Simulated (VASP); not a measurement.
Wanted: the native input for a VASP 6.6.1 run.

| Quantity | Value |
| --- | --- |
| Task | single point |
| Functional | r2SCAN |
| Potentials or basis | VASP PAW PBE potentials, release 64 (Zn, S) |
| Cutoff | 520 eV |
| k mesh | 6 × 6 × 2 |
| Occupations | gaussian, width 0.05 eV |
| Spin | no spin polarisation |
| Dipole correction | no |
| Further INCAR settings | ALGO = Normal; EDIFF = 1e-06; NBANDS = 46 |

Crystal: ZnS.

```
Zn S
1.0
     3.80874    0.00000    0.00000
    -1.90437    3.29846    0.00000
     0.00000    0.00000   12.46647
Zn S
4 4
Direct
  0.00000 0.00000 0.00011
  0.00000 0.00000 0.50011
  0.33333 0.66667 0.25007
  0.66667 0.33333 0.75007
  0.01962 0.94641 0.18724
  0.00000 0.00000 0.68724
  0.33333 0.66667 0.43758
  0.66667 0.33333 0.93758
```

This cell differs from its parent crystal: atom 5 (S) moved +0.250 Å along Cartesian [1 -1 0].

One way to write it, as run:

POSCAR

```
ZnS
1.0
    3.8087369152      0.0000000000      0.0000000000
   -1.9043684576      3.2984629249      0.0000000000
    0.0000000000      0.0000000000     12.4664651431
Zn S
4 4
Direct
    0.0000000000      0.0000000000      0.0001143924
    0.0000000000      0.0000000000      0.5001143924
    0.3333333333      0.6666666667      0.2500706174
    0.6666666667      0.3333333333      0.7500706174
    0.0196166405     -0.0535936584      0.1872361436
    0.0000000000      0.0000000000      0.6872361436
    0.3333333333      0.6666666667      0.4375788466
    0.6666666667      0.3333333333      0.9375788466
```

INCAR.step1

```
SYSTEM = ZnS
PREC = Accurate ; ENCUT = 520
ISMEAR = 0 ; SIGMA = 0.05
LREAL = .False. ; LASPH = .True.
NELM = 100 ; NBANDS = 46
GGA = PE ; ALGO = Normal
EDIFF = 1E-4 ; LWAVE = .True.
LCHARG = .False.
```

INCAR.step2

```
SYSTEM = ZnS
PREC = Accurate ; ENCUT = 520
EDIFF = 1E-6 ; ISMEAR = 0
SIGMA = 0.05 ; LREAL = .False.
LASPH = .True. ; NELM = 100
ALGO = Normal ; ISIF = 2
LWAVE = .False. ; LCHARG = .False.
METAGGA = R2SCAN ; LMIXTAU = .True.
NBANDS = 46 ; ISTART = 1
```

KPOINTS

```
regular mesh
0
Gamma
  6 6 2
  0 0 0
```

Potentials or basis: VASP PAW PBE potentials, release 64 (Zn, S).

The run is started by

```console
$ cat potpaw_PBE.64/Zn/POTCAR potpaw_PBE.64/S/POTCAR > POTCAR
$ cp INCAR.step1 INCAR
$ mpirun -np 1 vasp_std > vasp.out
$ cp INCAR.step2 INCAR
$ mpirun -np 1 vasp_std > vasp.out
```

It gave:

```json
{
 "Pressure": "0.7 GPa",
 "Largest force": "2.428 eV/Å",
 "Band gap on the k mesh": "2.68 eV"
}
```

Caveat: the cell differs from its parent crystal (atom 5 (S) moved +0.250 Å along Cartesian [1 -1 0]); the PAW data sets were made with another functional, which shifts forces and pressure a little.

Wall time 20 min on 1 thread of Oxide Virtual Turin-like Processor, with other jobs on the host, peak memory 0.38 GiB.
